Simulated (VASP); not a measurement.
# Cu (Fm-3m) in VASP: further runs

The runs below take Cu through single point, with r2SCAN.

All numbers are computed with VASP 6.6.1; they aren't measurements. Logs are shortened: lines on timing, memory, paths and dates and some standing lists are left out, and cuts for length are marked.

## (1) The cell of the first run

It takes space group Fm-3m (No. 225, cubic). The conventional cell has a = 3.650 Å, b = 3.650 Å, c = 3.650 Å, α = 90.00°, β = 90.00°, γ = 90.00°. Within 3.4 Å of Cu (site symmetry m-3m) lie 12 Cu at 2.58 Å.

## (2) Single point, r2SCAN

POSCAR

```
Cu
1.0
    0.0000000000      1.8250000000      1.8250000000
    1.8250000000      0.0000000000      1.8250000000
    1.8250000000      1.8250000000      0.0000000000
Cu
1
Direct
    0.0000000000      0.0000000000      0.0000000000
```

INCAR.step1

```
SYSTEM = Cu
  PREC = Accurate
  ENCUT = 520
  ISMEAR = 0
  SIGMA = 0.1
  LREAL = .False.
  LASPH = .True.
  NELM = 60
  NBANDS = 12
  GGA = PE
  ALGO = Normal
  EDIFF = 1E-4
  LWAVE = .True.
  LCHARG = .False.
```

INCAR.step2

```
SYSTEM = Cu
  PREC = Accurate
  ENCUT = 520
  EDIFF = 1E-7
  ISMEAR = 0
  SIGMA = 0.1
  LREAL = .False.
  LASPH = .True.
  NELM = 60
  ALGO = Normal
  ISIF = 2
  LWAVE = .False.
  LCHARG = .True.
  METAGGA = R2SCAN
  LMIXTAU = .True.
  LELF = .True.
  LVHAR = .True.
  NBANDS = 12
  ISTART = 1
```

KPOINTS

```
regular mesh
0
Gamma
  8 8 8
  0 0 0
```

Potentials or basis: VASP PAW PBE potentials, release 64 (Cu).

On the command line:

```console
$ cat potpaw_PBE.64/Cu/POTCAR > POTCAR
$ cp INCAR.step1 INCAR
$ mpirun -np 1 vasp_std > vasp.out
$ cp INCAR.step2 INCAR
$ mpirun -np 1 vasp_std > vasp.out
```

OUTCAR:

```text
SYSTEM = Cu
   PREC = Accurate
   ENCUT = 520
   EDIFF = 1E-7
   ISMEAR = 0
   LREAL = .False.
   LASPH = .True.
   NELM = 60
   ISIF = 2
   METAGGA = R2SCAN
   ISTART = 1

 ion  position               nearest neighbor table
   1  0.000  0.000  0.000-

  LATTYP: Found a face centered cubic cell.
 ALAT       =     3.6500000000

  Lattice vectors:

 A1 = (   0.0000000000,   1.8250000000,   1.8250000000)
 A2 = (   1.8250000000,   0.0000000000,   1.8250000000)
 A3 = (   1.8250000000,   1.8250000000,   0.0000000000)

Analysis of symmetry for initial positions (statically):
=====================================================================
 Subroutine PRICEL returns:
 Original cell was already a primitive cell.

 Routine SETGRP: Setting up the symmetry group for a
 face centered cubic supercell.

 Subroutine GETGRP returns: Found 48 space group operations
 (whereof 48 operations were pure point group operations)
 out of a pool of 48 trial point group operations.

The static configuration has the point symmetry O_h .

Analysis of symmetry for dynamics (positions and initial velocities):
=====================================================================
 Subroutine PRICEL returns:
 Original cell was already a primitive cell.

 Routine SETGRP: Setting up the symmetry group for a
 face centered cubic supercell.

 Subroutine GETGRP returns: Found 48 space group operations
 (whereof 48 operations were pure point group operations)
 out of a pool of 48 trial point group operations.

The dynamic configuration has the point symmetry O_h .

 Subroutine INISYM returns: Found 48 space group operations
 (whereof 48 operations are pure point group operations),
 and found     1 'primitive' translations

----------------------------------------------------------------------------------------

                                     Primitive cell

  volume of cell :      12.1568

  direct lattice vectors                    reciprocal lattice vectors
     0.000000000  1.825000000  1.825000000    -0.273972603  0.273972603  0.273972603
     1.825000000  0.000000000  1.825000000     0.273972603 -0.273972603  0.273972603
     1.825000000  1.825000000  0.000000000     0.273972603  0.273972603 -0.273972603

  length of vectors
     2.580939751  2.580939751  2.580939751     0.474534468  0.474534468  0.474534468

  position of ions in fractional coordinates (direct lattice)
     0.000000000  0.000000000  0.000000000

  ion indices of the primitive-cell ions
   primitive index   ion index
                 1           1

----------------------------------------------------------------------------------------

 KPOINTS: regular mesh

Automatic generation of k-mesh.
 Grid dimensions read from file:
 generate k-points for:    8    8    8

 Generating k-lattice:

  Cartesian coordinates                     Fractional coordinates (reciprocal lattice)
    -0.034246575  0.034246575  0.034246575     0.125000000  0.000000000  0.000000000
     0.034246575 -0.034246575  0.034246575     0.000000000  0.125000000  0.000000000
     0.034246575  0.034246575 -0.034246575     0.000000000  0.000000000  0.125000000

  Length of vectors
     0.059316808  0.059316808  0.059316808

  Shift w.r.t. Gamma in fractional coordinates (k-lattice)
     0.000000000  0.000000000  0.000000000

 Subroutine IBZKPT returns following result:
 ===========================================

 Found     29 irreducible k-points:

 Following reciprocal coordinates:
            Coordinates               Weight
  0.000000  0.000000  0.000000      1.000000
  0.125000  0.000000  0.000000      8.000000
  0.250000  0.000000  0.000000      8.000000
  0.375000  0.000000  0.000000      8.000000
  0.500000  0.000000  0.000000      4.000000
  0.125000  0.125000  0.000000      6.000000
[... 16 lines left out ...]
  0.500000  0.250000  0.125000     48.000000
 -0.375000  0.250000  0.125000     24.000000
 [... further k-points ...]
   k-points           NKPTS =     29   k-points in BZ     NKDIM =     29   number of bands    NBANDS=     12
   number of dos      NEDOS =    301   number of ions     NIONS =      1
   total plane-waves  NPLWV =   8000
   dimension x,y,z NGX =    20 NGY =   20 NGZ =   20
   dimension x,y,z NGXF=    40 NGYF=   40 NGZF=   40
   ions per type =               1
   NGX,Y,Z   is equivalent  to a cutoff of  12.88, 12.88, 12.88 a.u.
   NGXF,Y,Z  is equivalent  to a cutoff of  25.77, 25.77, 25.77 a.u.
 SYSTEM =  Cu
   PREC   = accura    normal or accurate (medium, high low for compatibility)
   ISTART =      1    job   : 0-new  1-cont  2-samecut
   ICHARG =      0    charge: 1-file 2-atom 10-const
   ISPIN  =      1    spin polarized calculation?
   LNONCOLLINEAR =      F non collinear calculations
   LSORBIT =      F    spin-orbit coupling
   LASPH  =      T    aspherical Exc in radial PAW
   ENCUT  =  520.0 eV  38.22 Ry    6.18 a.u.   4.80  4.80  4.80*2*pi/ulx,y,z
   NELM   =     60;   NELMIN=  2; NELMDL=  0     # of ELM steps
   EDIFF  = 0.1E-06   stopping-criterion for ELM
   LREAL  =      F    real-space projection
   EDIFFG = 0.1E-05   stopping-criterion for IOM
   NSW    =      0    number of steps for IOM
   IBRION =     -1    ionic relax: 0-MD 1-quasi-New 2-CG
   NFREE  =      0    steps in history (QN), initial steepest desc. (CG)
   ISIF   =      2    stress and relaxation
   ISYM   =      2    0-nonsym 1-usesym 2-fastsym
   POTIM  = 0.5000    time-step for ionic-motion
   TEBEG  =    0.0;   TEEND  =   0.0 temperature during run
   PSTRESS=    0.0 pullay stress
   NELECT =      11.0000    total number of electrons
   NUPDOWN=      -1.0000    fix difference up-down
   EMIN   =  10.00;   EMAX   =-10.00  energy-range for DOS
   EFERMI =   0.00;   METHOD = LEGACY
   ISMEAR =     0;   SIGMA  =   0.10  broadening in eV -4-tet -1-fermi 0-gaus
   EFERMI_NEDOS =   21; number of points for ismear=-14 and -15
   IALGO  =     38    algorithm
   IMIX   =      4    mixing-type and parameters
     AMIX     =   0.40;   BMIX     =  1.00
     AMIX_MAG =   1.60;   BMIX_MAG =  1.00
  volume/ion in A,a.u.               =      12.16        82.04
  Fermi-wavevector in a.u.,A,eV,Ry     =   1.583432  2.992253 34.113318  2.507258
  Thomas-Fermi vector in A             =   2.683204
   LORBIT       =      0    0 simple, 1 ext, 2 COOP (PROOUT), +10 PAW based schemes
   METAGGA = R2SCAN    functional components
   LHFCALC =     F    Hartree Fock is set to
   AEXX    =    0.0000 exact exchange contribution
   IVDW    =     0    specifies the selected vdW correction
   LEPSILON=     F    determine dielectric tensor
   LRPA    =     F    only Hartree local field effects (RPA)
 non-spin polarized calculation
 Gauss-broadening in eV      SIGMA  =   0.10
  energy-cutoff  :      520.00
  volume of cell :       12.16
 maximum number of plane-waves:       342
   NGX =  9   NGY =  9   NGZ =  9

 number of electron      10.9999992 magnetization

 Free energy of the ion-electron system (eV)
  ---------------------------------------------------
  ext. energy  EPLUGINS =         0.00000000
  ---------------------------------------------------
  free energy    TOTEN  =       -10.77993663 eV

  energy without entropy =      -10.77688369  energy(sigma->0) =      -10.77841016

 E-fermi :   6.9568     XC(G=0): -13.5472

 val. band max:        6.8822698855   @ k =   0.5000   0.2500   0.1250
 cond. band min:       7.1869540462   @ k =   0.5000   0.1250   0.0000
 fundamental gap:      0.3046841607
 Fermi energy:         6.9567632080

 k-point     1 :       0.0000    0.0000    0.0000
  band No.  band energies     occupation
      1      -2.3894      2.00000
      2       4.0144      2.00000
      3       4.0145      2.00000
      4       4.0145      2.00000
      5       4.7931      2.00000
      6       4.7931      2.00000
      7      30.1918      0.00000
      8      32.9903      0.00000
      9      32.9903      0.00000
     10      32.9906      0.00000
     11      35.3589      0.00000
     12      35.3590      0.00000

 k-point     2 :       0.1250    0.0000    0.0000
  band No.  band energies     occupation
      1      -1.8161      2.00000
      2       3.9059      2.00000
      3       4.1050      2.00000
      4       4.1051      2.00000
      5       4.7655      2.00000
      6       4.7655      2.00000
      7      26.3010      0.00000
      8      30.8661      0.00000
      9      31.6976      0.00000
     10      31.6978      0.00000
     11      37.3898      0.00000
     12      37.3900      0.00000

 k-point     3 :       0.2500    0.0000    0.0000
  band No.  band energies     occupation
      1      -0.2246      2.00000
      2       3.7638      2.00000
      3       4.1601      2.00000
      4       4.1603      2.00000
      5       4.8799      2.00000
      6       4.8801      2.00000
      7      19.7859      0.00000
      8      30.1008      0.00000
      9      30.4407      0.00000
     10      30.4407      0.00000
     11      36.2254      0.00000
     12      36.2255      0.00000
[... 286 lines left out ...]
 k-point    23 :       0.5000    0.2500    0.1250
  band No.  band energies     occupation
      1       2.4323      2.00000
      2       3.4285      2.00000
      3       3.7383      2.00000
      4       4.5343      2.00000
      5       5.1358      2.00000
      6       6.8823      1.70789
      7      15.2439      0.00000
      8      20.8516      0.00000
      9      23.8220      0.00000
     10      31.5265      0.00000
     11      35.1100      0.00000
     12      38.9138      0.00000

 k-point    24 :      -0.3750    0.2500    0.1250
  band No.  band energies     occupation
      1       2.7444      2.00000
      2       3.4144      2.00000
      3       3.9430      2.00000
      4       4.4336      2.00000
      5       5.3061      2.00000
      6       9.2021      0.00000
      7      11.4142      0.00000
      8      21.5535      0.00000
      9      22.0170      0.00000
     10      31.2541      0.00000
     11      34.9301      0.00000
     12      42.6700      0.00000

 [... further k-points ...]
[... 5 lines left out ...]
  --------------------------------------------------------------------------------------
  -------------------------------------------------------------------------------------
  Total       -0.5423311     -0.5423311     -0.5423311     -0.0000000     -0.0000000      0.0000000
  in kB      -71.4753862    -71.4753862    -71.4753862     -0.0000000     -0.0000000      0.0000000
  external PRESSURE =     -71.4753862 kB  Pullay stress =       0.0000000 kB

 VOLUME and BASIS-vectors are now :
 -----------------------------------------------------------------------------
  energy-cutoff  :      520.00
  volume of cell :       12.16
      direct lattice vectors                 reciprocal lattice vectors
     0.000000000  1.825000000  1.825000000    -0.273972603  0.273972603  0.273972603
     1.825000000  0.000000000  1.825000000     0.273972603 -0.273972603  0.273972603
     1.825000000  1.825000000  0.000000000     0.273972603  0.273972603 -0.273972603

 POSITION                                       TOTAL-FORCE (eV/Angst)
 -----------------------------------------------------------------------------------
      0.00000      0.00000      0.00000        -0.000000      0.000000      0.000000
 -----------------------------------------------------------------------------------
    total drift:                                0.000000      0.000000      0.000000

  FREE ENERGIE OF THE ION-ELECTRON SYSTEM (eV)
  ---------------------------------------------------
  free  energy   TOTEN  =       -10.7799366267 eV

  energy  without entropy=      -10.7768836945  energy(sigma->0) =      -10.77841016
```

Run time: 10 s. Hardware: 1 thread of Intel Xeon 6975P-C (Granite Rapids), shared host; peak memory 0.13 GiB.

Results:

| Property | Result |
| --- | --- |
| Free energy | -10.7799 eV |
| Pressure | -7.1 GPa |

Caveat: the k points lie up to 0.37 Å⁻¹ apart; the PAW data sets were made with another functional, which shifts forces and pressure a little.

## (3) Single point, r2SCAN

This run uses another cell than the first one, of 11.47 Å³/atom, 0.943 times its volume.

POSCAR

```
Cu
1.0
    0.0000000000      1.7898864730      1.7898864730
    1.7898864730      0.0000000000      1.7898864730
    1.7898864730      1.7898864730      0.0000000000
Cu
1
Direct
    0.0000000000      0.0000000000      0.0000000000
```

INCAR.step1

```
PREC = Accurate ; ENCUT = 520
ISMEAR = 0 ; SIGMA = 0.1
LREAL = F ; LASPH = T
NELM = 60 ; NBANDS = 12
GGA = PE ; ALGO = Normal
EDIFF = 1E-4 ; LWAVE = T
LCHARG = F
```

INCAR.step2

```
PREC = Accurate ; ENCUT = 520
EDIFF = 1E-6 ; ISMEAR = 0
SIGMA = 0.1 ; LREAL = F
LASPH = T ; NELM = 60
ALGO = Normal ; ISIF = 2
LWAVE = F ; LCHARG = T
METAGGA = R2SCAN ; LMIXTAU = T
LELF = T ; LVHAR = T
NBANDS = 12 ; ISTART = 1
```

KPOINTS

```
regular mesh
0
Gamma
  16 16 16
```

Potentials or basis: VASP PAW PBE potentials, release 64 (Cu).

On the command line:

```console
$ cat potpaw_PBE.64/Cu/POTCAR > POTCAR
$ cp INCAR.step1 INCAR
$ mpirun -np 1 vasp_std > vasp.out
$ cp INCAR.step2 INCAR
$ mpirun -np 1 vasp_std > vasp.out
```

OUTCAR:

```text
PREC = Accurate
   ENCUT = 520
   EDIFF = 1E-6
   ISMEAR = 0
   LREAL = F
   LASPH = T
   NELM = 60
   ISIF = 2
   METAGGA = R2SCAN
   ISTART = 1

 ion  position               nearest neighbor table
   1  0.000  0.000  0.000-

  LATTYP: Found a face centered cubic cell.
 ALAT       =     3.5797729460

  Lattice vectors:

 A1 = (   0.0000000000,   1.7898864730,   1.7898864730)
 A2 = (   1.7898864730,   0.0000000000,   1.7898864730)
 A3 = (   1.7898864730,   1.7898864730,   0.0000000000)

Analysis of symmetry for initial positions (statically):
=====================================================================
 Subroutine PRICEL returns:
 Original cell was already a primitive cell.

 Routine SETGRP: Setting up the symmetry group for a
 face centered cubic supercell.

 Subroutine GETGRP returns: Found 48 space group operations
 (whereof 48 operations were pure point group operations)
 out of a pool of 48 trial point group operations.

The static configuration has the point symmetry O_h .

Analysis of symmetry for dynamics (positions and initial velocities):
[... 160 lines left out ...]
 cond. band min:       7.7896965817   @ k =   0.5000   0.3125   0.1250
 fundamental gap:      0.0770696888
 Fermi energy:         7.7265630932

 k-point     1 :       0.0000    0.0000    0.0000
  band No.  band energies     occupation
      1      -2.1373      2.00000
      2       4.5381      2.00000
      3       4.5382      2.00000
      4       4.5382      2.00000
      5       5.3927      2.00000
      6       5.3927      2.00000
      7      31.3904      0.00000
      8      34.6578      0.00000
      9      34.6578      0.00000
     10      34.6581      0.00000
     11      37.0722      0.00000
     12      37.0722      0.00000
[... 331 lines left out ...]
 k-point    24 :      -0.0625    0.0625    0.0000
  band No.  band energies     occupation
      1      -1.7367      2.00000
      2       4.4448      2.00000
      3       4.6081      2.00000
      4       4.6221      2.00000
      5       5.3255      2.00000
      6       5.4069      2.00000
      7      29.4859      0.00000
      8      30.8883      0.00000
      9      33.5177      0.00000
     10      35.2195      0.00000
     11      37.2728      0.00000
     12      37.9528      0.00000

 [... further k-points ...]
[... 5 lines left out ...]
  --------------------------------------------------------------------------------------
  -------------------------------------------------------------------------------------
  Total        0.0110161      0.0110161      0.0110161     -0.0000000      0.0000000      0.0000000
  in kB        1.5389741      1.5389741      1.5389741     -0.0000000      0.0000000      0.0000000
  external PRESSURE =       1.5389741 kB  Pullay stress =       0.0000000 kB

 VOLUME and BASIS-vectors are now :
 -----------------------------------------------------------------------------
  energy-cutoff  :      520.00
  volume of cell :       11.47
      direct lattice vectors                 reciprocal lattice vectors
     0.000000000  1.789886473  1.789886473    -0.279347326  0.279347326  0.279347326
     1.789886473  0.000000000  1.789886473     0.279347326 -0.279347326  0.279347326
     1.789886473  1.789886473  0.000000000     0.279347326  0.279347326 -0.279347326

 POSITION                                       TOTAL-FORCE (eV/Angst)
 -----------------------------------------------------------------------------------
      0.00000      0.00000      0.00000        -0.000000      0.000000     -0.000000
 -----------------------------------------------------------------------------------
    total drift:                                0.000000      0.000000      0.000000

  FREE ENERGIE OF THE ION-ELECTRON SYSTEM (eV)
  ---------------------------------------------------
  free  energy   TOTEN  =       -10.8272540081 eV

  energy  without entropy=      -10.8257156551  energy(sigma->0) =      -10.82648483
```

It took 32 s on 1 thread of Intel Xeon 6975P-C (Granite Rapids), shared host; peak memory 0.14 GiB.

What came out:

| Property | Result |
| --- | --- |
| Free energy | -10.8273 eV |
| Pressure | 0.2 GPa |

Caveat: the PAW data sets were made with another functional, which shifts forces and pressure a little.

## (4) Single point, r2SCAN

This run uses another cell than the first one, of 11.47 Å³/atom, 0.943 times its volume.

POSCAR is that of step 3.

INCAR.step1

```
SYSTEM = Cu
ALGO     = Normal         ! electronic algorithm
EDIFF    = 1E-4           ! SCF threshold, eV
ENCUT    = 520            ! plane-wave cutoff, eV
GGA      = PE             ! functional
ISMEAR   = -1             ! smearing method
LASPH    = .True.         ! aspherical terms in the spheres
LCHARG   = .False.        ! write CHGCAR
LREAL    = .False.        ! projectors in reciprocal space
LWAVE    = .True.         ! write WAVECAR
NBANDS   = 12             ! bands
NELM     = 60             ! most SCF steps
PREC     = Accurate       ! precision mode
SIGMA    = 0.15           ! smearing width, eV
```

INCAR.step2

```
SYSTEM = Cu
ALGO     = Normal         ! electronic algorithm
EDIFF    = 1E-6           ! SCF threshold, eV
ENCUT    = 520            ! plane-wave cutoff, eV
ISIF     = 2              ! what is computed and relaxed
ISMEAR   = -1             ! smearing method
ISTART   = 1            
LASPH    = .True.         ! aspherical terms in the spheres
LCHARG   = .True.         ! write CHGCAR
LELF     = .True.         ! ELF
LMIXTAU  = .True.       
LREAL    = .False.        ! projectors in reciprocal space
LVHAR    = .True.       
LWAVE    = .False.        ! write WAVECAR
METAGGA  = R2SCAN         ! meta-GGA
NBANDS   = 12             ! bands
NELM     = 60             ! most SCF steps
PREC     = Accurate       ! precision mode
SIGMA    = 0.15           ! smearing width, eV
```

KPOINTS

```
k-points
0
Gamma
  16 16 16
  0 0 0
```

On the command line:

```console
$ cat potpaw_PBE.64/Cu/POTCAR > POTCAR
$ cp INCAR.step1 INCAR
$ mpirun -np 1 vasp_std > vasp.out
$ cp INCAR.step2 INCAR
$ mpirun -np 1 vasp_std > vasp.out
```

Wall time 32 s (1 thread of Intel Xeon 6975P-C (Granite Rapids), shared host); peak memory 0.14 GiB.

It converged, with:

| Property | Result |
| --- | --- |
| Free energy | -10.8373 eV |
| Pressure | 0.2 GPa |

Levels at points of the mesh, in eV from the Fermi level:
```csv
k point,band 4,band 5,band 6,band 7,band 8,band 9
"(0.00, 0.00, 0.00)",-3.23,-2.37,-2.37,23.63,26.90,26.90
"(0.50, 0.00, 0.00)",-1.76,-1.76,-1.13,4.13,22.12,23.62
"(0.50, 0.50, 0.00)",-1.60,-1.60,1.57,7.65,14.01,14.01
```

Caveat: the PAW data sets were made with another functional, which shifts forces and pressure a little.

## (5) The runs side by side

| cell | k mesh | smearing | gap on the mesh (eV) | pressure (GPa) |
| --- | --- | --- | --- | --- |
| a = 2.581 Å, angles 60.0°, 1 atom | 8 × 8 × 8 | gaussian 0.1 eV | none | -7.1 |
| a = 2.531 Å, angles 60.0°, 1 atom | 16 × 16 × 16 | gaussian 0.1 eV | none | 0.2 |
| a = 2.531 Å, angles 60.0°, 1 atom | 16 × 16 × 16 | fermi-dirac 0.15 eV | none | 0.2 |

Alike in all rows: task single point; level r2SCAN; potentials or basis VASP PAW PBE potentials, release 64 (Cu); no spin polarisation; cutoff (eV) 520.

Caveats: some runs use coarse meshes; the PAW data sets were made with another functional, which shifts forces and pressure a little.

Total energies depend on the potentials used, so only differences within one code and one set of settings carry meaning.
